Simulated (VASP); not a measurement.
**BaS: electric field gradients with PBEsol**

BaS:

```
Ba S
1.0
    -0.09581    3.14584    3.14584
     3.14584   -0.09581    3.14584
     3.14584    3.14584   -0.09581
Ba S
1 1
Direct
  0.00000 0.00000 0.00000
  0.50000 0.50000 0.50000
```

This cell differs from its parent crystal: equal xy, yz and zx shear strains of -3 %.

```yaml
Program: VASP 6.6.1
Task: electric field gradients
Functional: PBEsol
Potentials_or_basis: VASP PAW PBE potentials, release 64 (Ba_sv, S)
Cutoff: 520 eV
k_mesh: 8 × 8 × 8
Occupations: fermi-dirac, width 0.02 eV
Spin: no spin polarisation
Dipole_correction: no
Further_INCAR_settings: ALGO = Normal; EDIFF = 1e-08; NBANDS = 15
```

```json
{
 "Pressure": "-0.6 GPa",
 "Band gap on the k mesh": "1.91 eV (least direct gap 2.07 eV)",
 "Largest electric field gradient by atom": "Ba +20.3; S -3.7 V/Å²"
}
```

Stress tensor (GPa, compression positive):
```
-0.55  0.52  0.52
 0.52 -0.55  0.52
 0.52  0.52 -0.55
```

Levels at points of the mesh, in eV from the valence-band top:
```
           k point  band 5  band 6  band 7  band 8  band 9  band 10  band 11  band 12
(0.00, 0.00, 0.00)  -10.42   -0.10   -0.10    0.00    3.30     3.57     3.57     4.02
(0.50, 0.00, 0.00)   -9.14   -2.07   -1.22   -1.05    5.28     5.46     5.92     6.43
(0.50, 0.50, 0.00)  -10.32   -0.62   -0.25   -0.17    1.91     5.81     5.82     7.21
(0.50, 0.50, 0.50)   -9.20   -2.06   -1.30   -1.30    5.46     5.47     6.35     6.35
```

Electric field gradients, principal values (V/Å²):
| atom | least | middle | greatest (by size) |
| --- | --- | --- | --- |
| 1 Ba | -10.141 | -10.141 | 20.281 |
| 2 S | 1.871 | 1.871 | -3.742 |

Wall time 48 s on 1 thread of Intel(R) Xeon(R) Platinum 8488C (Sapphire Rapids), on a shared host, peak memory 0.23 GiB.

Caveat: the cell differs from its parent crystal (equal xy, yz and zx shear strains of -3 %); without QUAD_EFG the Cq values of the log hold for a quadrupole moment of 1 mb, not for the nuclei; the PAW data sets were made with another functional, which shifts forces and pressure a little; spin-orbit coupling is left out, which moves the levels of the heavy elements. A k mesh can miss the band edges.
